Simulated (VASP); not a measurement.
# Si2Mo: single point with PBE

Si2Mo:

```
CELL_PARAMETERS angstrom
5.28869 0.00000 0.00000
-2.64435 4.58014 0.00000
0.00000 0.00000 4.03862
ATOMIC_POSITIONS crystal
Si 0.50000 0.00000 0.00000
Si 0.00000 0.50000 0.00000
Si 0.50000 0.50000 0.00000
Si 0.00000 0.00000 0.00000
Mo 0.33333 0.66667 0.50000
Mo 0.66667 0.33333 0.50000
```

The cell was built from a structure type or drawn by symmetry, and may not be a known phase.

```
Program                : VASP 6.6.1
Task                   : single point
Functional             : PBE
Potentials or basis    : VASP PAW PBE potentials, release 64 (Si, Mo_sv)
Cutoff                 : 520 eV
k mesh                 : 6 × 6 × 4
Occupations            : gaussian, width 0.1 eV
Spin                   : no spin polarisation
Dipole correction      : no
Further INCAR settings : ALGO = Normal; EDIFF = 1e-06; NBANDS = 31
```

```yaml
Pressure: -0.1 GPa
Band_gap_on_the_k_mesh: zero (bands 22 and 23 overlap by 1.88 eV)
```

Levels at points of the mesh, in eV from the Fermi level:
| k point | band 18 | band 19 | band 20 | band 21 | band 22 | band 23 | band 24 | band 25 | band 26 | band 27 |
| --- | --- | --- | --- | --- | --- | --- | --- | --- | --- | --- |
| (0.00, 0.00, 0.00) | -2.61 | -2.49 | -0.88 | -0.88 | -0.55 | -0.55 | 0.38 | 0.38 | 3.00 | 3.47 |
| (0.50, 0.00, 0.00) | -2.75 | -1.41 | -0.60 | -0.39 | -0.32 | 1.01 | 1.47 | 1.48 | 1.75 | 1.97 |
| (0.00, 0.00, 0.50) | -2.53 | -1.66 | -1.54 | -1.54 | -1.03 | 0.40 | 0.40 | 0.89 | 2.53 | 2.53 |
| (0.50, 0.00, 0.50) | -2.60 | -2.53 | -1.59 | -1.18 | -1.04 | -0.47 | 0.52 | 0.66 | 1.49 | 2.48 |

Run time: 100 s on 1 thread of Intel Xeon 8259CL (shared host), peak memory 0.23 GiB.

Caveat: the k points lie up to 0.39 Å⁻¹ apart, too coarse for converged energies and pressures of a metal.
